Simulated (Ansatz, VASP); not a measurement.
## One calculation of Zn, two programs

```
Zn
1.0
     1.62684    0.93926    1.97284
    -1.62684    0.93926    1.97284
     0.00000   -1.87851    1.97284
Zn
1
Direct
  0.00000 0.00000 0.00000
```

Alike in both runs: task single point; functional PBE; k mesh 18 × 18 × 18; occupations gaussian, width 0.1 eV; no spin polarisation.

```csv
,VASP,Ansatz
version,VASP 6.6.1,Ansatz 0.2.0
potentials or method,"VASP PAW PBE potentials, release 64 (Zn), cutoff 520 eV","scalar-relativistic, plane waves, PAW"
valence electrons in the cell,12,12
```

VASP gave:

- gap on the k mesh at the Fermi level (eV): none
- pressure (GPa): -4.2
- traceless stress, the component that is largest in VASP (GPa): 3.07

Question: Estimate Ansatz's values.

Answer: gap on the k mesh at the Fermi level (eV): none; pressure (GPa): -4.3; traceless stress, the component that is largest in VASP (GPa): 3.01.

A gap of «none» marks a metal or a gap that the smearing closes.
